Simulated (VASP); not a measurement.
A run of VASP 6.6.1 is set up as follows.

The input INCAR:

```
SYSTEM = Si
ALGO = Normal ; EDIFF = 1E-7
ENCUT = 520 ; ISIF = 2
ISMEAR = 0 ; LASPH = .True.
LCHARG = .False. ; LREAL = .False.
LWAVE = .False. ; NBANDS = 8
NELM = 100 ; PREC = Accurate
SIGMA = 0.15
```

KPOINTS

```
k-points
0
Gamma
  24 24 24
  0 0 0
```

Contents of POSCAR:

```
Si
1.0
    2.5302366539      0.0000000000      0.0000000000
   -1.2651183270      2.3267904087      0.0000000000
    0.0000000000      0.0000000000      2.4707612611
Si
1
Direct
    0.0000000000      0.0000000000      0.0000000000
```

Potentials or basis: VASP PAW LDA potentials, release 64 (Si).

Command:

```bash
$ cat potpaw_LDA.64/Si/POTCAR > POTCAR
$ mpirun -np 1 vasp_std > vasp.out
```

Question: Estimate the band gap on the k mesh.

Answer: Zero (band 2 reaches 17.21 eV, above the bottom of band 3 at 5.46 eV).

Question: Predict the pressure.

Answer: 0.5 GPa.

Stress tensor (GPa, compression positive):
```
 4.17  0.00  0.00
 0.00 -0.47  0.00
 0.00  0.00 -2.21
```

Caveat: the cell differs from its parent crystal (strain -0.0300 x Voigt [1, -1, 0, 0, 0, 0]).
